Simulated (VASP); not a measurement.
# Li3B (P6_3/m) in VASP: notebook

Li3B is run at these levels: PBE; tasks: single point, relaxation of cell and atoms.

All numbers are computed with VASP 6.6.1; they aren't measurements. Logs are shortened: lines on timing, memory, paths and dates and some standing lists are left out, and cuts for length are marked.

**1. The cell of the first run**

It takes space group P6_3/m (No. 176, hexagonal). Conventional cell: a = 6.132 Å, b = 6.132 Å, c = 3.423 Å, α = 90.00°, β = 90.00°, γ = 120.00°. Within 3.1 Å of Li (site symmetry m) lie 3 B at 2.36 to 2.39 Å and 8 Li at 2.66 to 2.80 Å. B (site symmetry -6) has 9 Li at 2.36 to 2.39 Å within 3.1 Å.

**2. Single point, PBE**

Input file INCAR:

```
ALGO = Fast
EDIFF = 1E-6
ENCUT = 520
GGA = PE
ISIF = 2
ISMEAR = 0
LASPH = T
LCHARG = F
LREAL = F
LWAVE = F
NBANDS = 22
NELM = 100
PREC = Accurate
SIGMA = 0.1
```

Input file KPOINTS:

```
k-points
0
Gamma
  6 6 12
```

Input file POSCAR:

```
Li3B
1.0
    6.1315706485      0.0000000000      0.0000000000
   -3.0657853243      5.3100959467      0.0000000000
    0.0000000000      0.0000000000      3.4228559305
Li B
6 2
Direct
    0.3914159786      0.3090814984      0.2500000000
    0.0823344802      0.3914159786      0.7500000000
    0.6909185016      0.0823344802      0.2500000000
    0.6085840214      0.6909185016      0.7500000000
    0.9176655198      0.6085840214      0.2500000000
    0.3090814984      0.9176655198      0.7500000000
    0.3333333333      0.6666666667      0.2500000000
    0.6666666667      0.3333333333      0.7500000000
```

Potentials or basis: VASP PAW PBE potentials, release 64 (Li_sv, B).

Run with:

```
cat potpaw_PBE.64/Li_sv/POTCAR potpaw_PBE.64/B/POTCAR > POTCAR
mpirun -np 1 vasp_std > vasp.out
```

OUTCAR:

```text
EDIFF = 1E-6
   ENCUT = 520
   GGA = PE
   ISIF = 2
   ISMEAR = 0
   LASPH = T
   LREAL = F
   NELM = 100
   PREC = Accurate

 ion  position               nearest neighbor table
   1  0.391  0.309  0.250-   8 2.36   8 2.36
   2  0.082  0.391  0.750-   7 2.36   7 2.36
   3  0.691  0.082  0.250-   8 2.36   8 2.36
   4  0.609  0.691  0.750-   7 2.36   7 2.36
   5  0.918  0.609  0.250-   8 2.36   8 2.36
   6  0.309  0.918  0.750-   7 2.36   7 2.36
   7  0.333  0.667  0.250-   6 2.36   6 2.36   2 2.36   2 2.36   4 2.36   4 2.36
   8  0.667  0.333  0.750-   3 2.36   3 2.36   5 2.36   5 2.36   1 2.36   1 2.36

  LATTYP: Found a hexagonal cell.
 ALAT       =     6.1315706485
 C/A-ratio  =     0.5582347700

  Lattice vectors:

 A1 = (   6.1315706485,   0.0000000000,   0.0000000000)
 A2 = (  -3.0657853243,   5.3100959467,   0.0000000000)
 A3 = (   0.0000000000,   0.0000000000,   3.4228559305)

Analysis of symmetry for initial positions (statically):
=====================================================================
 Subroutine PRICEL returns:
 Original cell was already a primitive cell.

 Routine SETGRP: Setting up the symmetry group for a
 hexagonal supercell.

 Subroutine GETGRP returns: Found 12 space group operations
 (whereof  6 operations were pure point group operations)
 out of a pool of 24 trial point group operations.

The static configuration has the point symmetry S_6 .
 The point group associated with its full space group is C_6h.

Analysis of symmetry for dynamics (positions and initial velocities):
=====================================================================
 Subroutine PRICEL returns:
 Original cell was already a primitive cell.

 Routine SETGRP: Setting up the symmetry group for a
 hexagonal supercell.

 Subroutine GETGRP returns: Found 12 space group operations
 (whereof  6 operations were pure point group operations)
 out of a pool of 24 trial point group operations.

The dynamic configuration has the point symmetry S_6 .
 The point group associated with its full space group is C_6h.

 Subroutine INISYM returns: Found 12 space group operations
 (whereof  6 operations are pure point group operations),
 and found     1 'primitive' translations

----------------------------------------------------------------------------------------

                                     Primitive cell

  volume of cell :     111.4455

  direct lattice vectors                    reciprocal lattice vectors
     6.131570649  0.000000000  0.000000000     0.163090349  0.094160257  0.000000000
    -3.065785324  5.310095947  0.000000000     0.000000000  0.188320514  0.000000000
     0.000000000  0.000000000  3.422855930     0.000000000  0.000000000  0.292153693

  length of vectors
     6.131570649  6.131570649  3.422855930     0.188320514  0.188320514  0.292153693

  position of ions in fractional coordinates (direct lattice)
     0.391415979  0.309081498  0.250000000
     0.082334480  0.391415979  0.750000000
     0.690918502  0.082334480  0.250000000
     0.608584021  0.690918502  0.750000000
     0.917665520  0.608584021  0.250000000
     0.309081498  0.917665520  0.750000000
     0.333333333  0.666666667  0.250000000
     0.666666667  0.333333333  0.750000000

  ion indices of the primitive-cell ions
   primitive index   ion index
                 1           1
                 2           2
                 3           3
                 4           4
                 5           5
                 6           6
                 7           7
                 8           8

----------------------------------------------------------------------------------------

 KPOINTS: k-points

Automatic generation of k-mesh.
 Grid dimensions read from file:
 generate k-points for:    6    6   12

 Generating k-lattice:

  Cartesian coordinates                     Fractional coordinates (reciprocal lattice)
     0.027181725  0.015693376  0.000000000     0.166666667  0.000000000  0.000000000
     0.000000000  0.031386752  0.000000000     0.000000000  0.166666667  0.000000000
     0.000000000  0.000000000  0.024346141     0.000000000  0.000000000  0.083333333

  Length of vectors
     0.031386752  0.031386752  0.024346141

  Shift w.r.t. Gamma in fractional coordinates (k-lattice)
     0.000000000  0.000000000  0.000000000

 Subroutine IBZKPT returns following result:
 ===========================================

 Found     56 irreducible k-points:

 Following reciprocal coordinates:
            Coordinates               Weight
  0.000000  0.000000  0.000000      1.000000
  0.166667 -0.000000  0.000000      6.000000
  0.333333 -0.000000  0.000000      6.000000
  0.500000  0.000000  0.000000      3.000000
  0.166667  0.166667  0.000000      6.000000
  0.333333  0.166667  0.000000      6.000000
[... 16 lines left out ...]
 -0.333333  0.500000 -0.166667     12.000000
  0.333333  0.333333  0.166667      4.000000
 [... further k-points ...]
   k-points           NKPTS =     56   k-points in BZ     NKDIM =     56   number of bands    NBANDS=     22
   number of dos      NEDOS =    301   number of ions     NIONS =      8
   total plane-waves  NPLWV =  64512
   dimension x,y,z NGX =    48 NGY =   48 NGZ =   28
   dimension x,y,z NGXF=    96 NGYF=   96 NGZF=   56
   ions per type =               6   2
   NGX,Y,Z   is equivalent  to a cutoff of  13.01, 13.01, 13.60 a.u.
   NGXF,Y,Z  is equivalent  to a cutoff of  26.03, 26.03, 27.20 a.u.
 SYSTEM =  unknown system
   PREC   = accura    normal or accurate (medium, high low for compatibility)
   ISTART =      0    job   : 0-new  1-cont  2-samecut
   ICHARG =      2    charge: 1-file 2-atom 10-const
   ISPIN  =      1    spin polarized calculation?
   LNONCOLLINEAR =      F non collinear calculations
   LSORBIT =      F    spin-orbit coupling
   LASPH  =      T    aspherical Exc in radial PAW
   ENCUT  =  520.0 eV  38.22 Ry    6.18 a.u.  11.40 11.40  6.36*2*pi/ulx,y,z
   NELM   =    100;   NELMIN=  2; NELMDL= -5     # of ELM steps
   EDIFF  = 0.1E-05   stopping-criterion for ELM
   LREAL  =      F    real-space projection
   EDIFFG = 0.1E-04   stopping-criterion for IOM
   NSW    =      0    number of steps for IOM
   IBRION =     -1    ionic relax: 0-MD 1-quasi-New 2-CG
   NFREE  =      0    steps in history (QN), initial steepest desc. (CG)
   ISIF   =      2    stress and relaxation
   ISYM   =      2    0-nonsym 1-usesym 2-fastsym
   POTIM  = 0.5000    time-step for ionic-motion
   TEBEG  =    0.0;   TEEND  =   0.0 temperature during run
   PSTRESS=    0.0 pullay stress
   NELECT =      24.0000    total number of electrons
   NUPDOWN=      -1.0000    fix difference up-down
   EMIN   =  10.00;   EMAX   =-10.00  energy-range for DOS
   EFERMI =   0.00;   METHOD = LEGACY
   ISMEAR =     0;   SIGMA  =   0.10  broadening in eV -4-tet -1-fermi 0-gaus
   EFERMI_NEDOS =   21; number of points for ismear=-14 and -15
   IALGO  =     68    algorithm
   IMIX   =      4    mixing-type and parameters
     AMIX     =   0.40;   BMIX     =  1.00
     AMIX_MAG =   1.60;   BMIX_MAG =  1.00
  volume/ion in A,a.u.               =      13.93        94.01
  Fermi-wavevector in a.u.,A,eV,Ry     =   0.981276  1.854342 13.101075  0.962902
  Thomas-Fermi vector in A             =   2.112270
   LORBIT       =      0    0 simple, 1 ext, 2 COOP (PROOUT), +10 PAW based schemes
   GGA     = PE    functional components
   LHFCALC =     F    Hartree Fock is set to
   AEXX    =    0.0000 exact exchange contribution
   IVDW    =     0    specifies the selected vdW correction
   LEPSILON=     F    determine dielectric tensor
   LRPA    =     F    only Hartree local field effects (RPA)
 non-spin polarized calculation
 RMM-DIIS sequential band-by-band and
 Gauss-broadening in eV      SIGMA  =   0.10
  energy-cutoff  :      520.00
  volume of cell :      111.45
 maximum number of plane-waves:      3030
 NGX is ok and might be reduce to    48
   NGX = 23   NGY = 23   NGZ = 13

 number of electron      23.9999993 magnetization

 Free energy of the ion-electron system (eV)
  ---------------------------------------------------
  ext. energy  EPLUGINS =         0.00000000
  ---------------------------------------------------
  free energy    TOTEN  =       -21.70342174 eV

  energy without entropy =      -21.68446983  energy(sigma->0) =      -21.69394578

 E-fermi :   1.3305     XC(G=0):  -8.1781

 val. band max:        1.3263766559   @ k =   0.1667   0.1667   0.2500
 cond. band min:       1.3445649472   @ k =   0.3333  -0.0000   0.3333
 fundamental gap:      0.0181882914
 Fermi energy:         1.3304870267

 k-point     1 :       0.0000    0.0000    0.0000
  band No.  band energies     occupation
      1     -44.0051      2.00000
      2     -43.9643      2.00000
      3     -43.9643      2.00000
      4     -43.9539      2.00000
      5     -43.9539      2.00000
      6     -43.9401      2.00000
[... 14 lines left out ...]
     21      10.0017      0.00000
     22      10.4640      0.00000

 k-point     2 :       0.1667   -0.0000    0.0000
  band No.  band energies     occupation
      1     -44.0031      2.00000
      2     -43.9689      2.00000
      3     -43.9667      2.00000
      4     -43.9520      2.00000
      5     -43.9509      2.00000
      6     -43.9399      2.00000
[... 14 lines left out ...]
     21      10.0283      0.00000
     22      10.0956      0.00000

 k-point     3 :       0.3333   -0.0000    0.0000
  band No.  band energies     occupation
      1     -43.9977      2.00000
      2     -43.9777      2.00000
      3     -43.9700      2.00000
      4     -43.9500      2.00000
      5     -43.9460      2.00000
      6     -43.9402      2.00000
[... 14 lines left out ...]
     21       9.6676      0.00000
     22      10.0360      0.00000
[... 476 lines left out ...]
 k-point    23 :      -0.3333    0.5000   -0.1667
  band No.  band energies     occupation
      1     -43.9894      2.00000
      2     -43.9794      2.00000
      3     -43.9710      2.00000
      4     -43.9491      2.00000
      5     -43.9462      2.00000
      6     -43.9436      2.00000
[... 14 lines left out ...]
     21       9.3054      0.00000
     22      10.1967      0.00000

 k-point    24 :       0.3333    0.3333    0.1667
  band No.  band energies     occupation
      1     -43.9840      2.00000
      2     -43.9840      2.00000
      3     -43.9733      2.00000
      4     -43.9463      2.00000
      5     -43.9463      2.00000
      6     -43.9446      2.00000
[... 14 lines left out ...]
     21       9.4049      0.00000
     22      10.2649      0.00000

 [... further k-points ...]
[... 5 lines left out ...]
  --------------------------------------------------------------------------------------
  -------------------------------------------------------------------------------------
  Total       -0.0619583     -0.0619583     -0.0536417      0.0000001      0.0000000      0.0000000
  in kB       -0.8907330     -0.8907330     -0.7711712      0.0000013      0.0000000      0.0000000
  external PRESSURE =      -0.8508791 kB  Pullay stress =       0.0000000 kB

 VOLUME and BASIS-vectors are now :
 -----------------------------------------------------------------------------
  energy-cutoff  :      520.00
  volume of cell :      111.45
      direct lattice vectors                 reciprocal lattice vectors
     6.131570649  0.000000000  0.000000000     0.163090349  0.094160257  0.000000000
    -3.065785324  5.310095947  0.000000000     0.000000000  0.188320514  0.000000000
     0.000000000  0.000000000  3.422855930     0.000000000  0.000000000  0.292153693

 POSITION                                       TOTAL-FORCE (eV/Angst)
 -----------------------------------------------------------------------------------
      1.45242      1.64125      0.85571        -0.002426     -0.006572      0.000000
     -0.69516      2.07846      2.56714         0.004479     -0.005387     -0.000000
      3.98400      0.43720      0.85571         0.006905      0.001185     -0.000000
      1.61337      3.66884      2.56714         0.002426      0.006572     -0.000000
      3.76094      3.23164      0.85571        -0.004479      0.005387      0.000000
     -0.91821      4.87289      2.56714        -0.006905     -0.001185      0.000000
     -0.00000      3.54006      0.85571         0.000000      0.000000      0.000000
      3.06579      1.77003      2.56714         0.000000      0.000000     -0.000000
 -----------------------------------------------------------------------------------
    total drift:                                0.000000     -0.000000     -0.000000

  FREE ENERGIE OF THE ION-ELECTRON SYSTEM (eV)
  ---------------------------------------------------
  free  energy   TOTEN  =       -21.7034217378 eV

  energy  without entropy=      -21.6844698253  energy(sigma->0) =      -21.69394578
```

Wall time 6.8 min (1 thread of Oxide Virtual Turin-like, shared host); peak memory 0.26 GiB.

What came out:

```yaml
Free_energy: -21.7034 eV
Largest_force: 0.007 eV/Å
Band_gap_on_the_k_mesh: zero (bands 12 and 13 overlap by 0.97 eV)
```

Forces in eV/Å, atoms in the order of the input:
```
Li  -0.002 -0.007  0.000
Li   0.004 -0.005  0.000
Li   0.007  0.001  0.000
Li   0.002  0.007  0.000
Li  -0.004  0.005  0.000
Li  -0.007 -0.001  0.000
B    0.000  0.000  0.000
B    0.000  0.000  0.000
```

Caveat: the cutoff is under 1.25 times the usual one of these potentials, so pressure, stress and relaxed cells hold a basis-set (Pulay) error.

[end of part 1 of 2]
